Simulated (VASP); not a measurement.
A run of VASP 6.6.1:

Contents of INCAR:

```
PREC = Accurate ; ENCUT = 500
EDIFF = 1E-6 ; ISMEAR = -5
SIGMA = 0.05 ; LREAL = F
LASPH = T ; NELM = 120
ALGO = Normal ; ISIF = 2
LWAVE = F ; LCHARG = F
GGA = PE ; NBANDS = 12
GGA_COMPAT = F
```

Contents of KPOINTS:

```
regular mesh
0
Gamma
  10 10 10
```

File POSCAR:

```
Cd
1.0
    1.6080291500      0.9283960626      2.4492874100
   -1.6080291500      0.9283960626      2.4492874100
    0.0000000000     -1.8567921252      2.4492874100
Cd
1
Direct
    0.0000000000      0.0000000000      0.0000000000
```

Potentials or basis: VASP PAW PBE potentials, release 64 (Cd).

The run is started by

```console
$ cat potpaw_PBE.64/Cd/POTCAR > POTCAR
$ mpirun -np 1 vasp_std > vasp.out
```

Hardware: 1 thread of Intel(R) Xeon(R) Platinum 8259CL CPU @ 2.50GHz (Skylake/Cascade Lake), with other jobs on the host.

Problem. How long does it take, and how much memory?

Solution. Run time: 13 s on 1 thread of Intel(R) Xeon(R) Platinum 8259CL CPU @ 2.50GHz (Skylake/Cascade Lake) (shared host), peak memory 0.15 GiB. Counts: scf iterations 10, k points 116.
